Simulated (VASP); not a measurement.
Cs2RbAlBr6:

```
CELL_PARAMETERS angstrom
0.00000 5.81807 5.81807
5.81807 0.00000 5.81807
5.81807 5.81807 0.00000
ATOMIC_POSITIONS crystal
Cs 0.75000 0.75000 0.75000
Cs 0.25000 0.25000 0.25000
Rb 0.50000 0.50000 0.50000
Al 0.00000 0.00000 0.00000
Br 0.78243 0.21757 0.21757
Br 0.21757 0.21757 0.78243
Br 0.21757 0.78243 0.78243
Br 0.21757 0.78243 0.21757
Br 0.78243 0.21757 0.78243
Br 0.78243 0.78243 0.21757
```

| Item | Value |
| --- | --- |
| Program | VASP 6.6.1 |
| Task | relaxation of cell and atoms |
| Functional | PBEsol |
| Potentials or basis | VASP PAW PBE potentials, release 64 (Cs_sv, Rb_sv, Al, Br) |
| Cutoff | 600 eV |
| k mesh | 4 × 4 × 4 |
| Occupations | gaussian, width 0.02 eV |
| Spin | no spin polarisation |

At the start: pressure -1.1 GPa; volume 39.39 Å³/atom.

How do energy, volume and symmetry change on relaxing?

Over 9 steps the energy falls by 9.8 meV/atom and the volume is 36.53 Å³/atom (-7.3 %); space group Fm-3m (No. 225, to 0.1 Å) before and after.

Step by step:
| step | energy change (eV) | largest force (eV/Å) | pressure (GPa) | volume (Å³) |
| --- | --- | --- | --- | --- |
| 1 | 0.0000 | 0.1058 | -1.11 | 393.88 |
| 2 | -0.0704 | 0.1377 | -0.33 | 378.48 |
| 3 | -0.0743 | 0.2126 | -0.08 | 374.26 |
| 4 | -0.0865 | 0.1498 | -0.05 | 371.43 |
| 5 | -0.0978 | 0.0032 | 0.03 | 364.75 |
| 6 | -0.0979 | 0.0062 | 0.02 | 365.16 |
| 7 | -0.0979 | 0.0020 | 0.02 | 364.98 |
| 8 | -0.0979 | 0.0056 | 0.00 | 365.39 |
| 9 | -0.0979 | 0.0038 | 0.00 | 365.29 |

Final structure:
```
Cs Rb Al Br
1.0
     0.00000    5.67375    5.67375
     5.67375    0.00000    5.67375
     5.67375    5.67375    0.00000
Cs Rb Al Br
2 1 1 6
Direct
  0.75000 0.75000 0.75000
  0.25000 0.25000 0.25000
  0.50000 0.50000 0.50000
  0.00000 0.00000 0.00000
  0.78003 0.21997 0.21997
  0.21997 0.21997 0.78003
  0.21997 0.78003 0.78003
  0.21997 0.78003 0.21997
  0.78003 0.21997 0.78003
  0.78003 0.78003 0.21997
```

Caveat: the PAW data sets were made with another functional, which shifts forces and pressure a little.
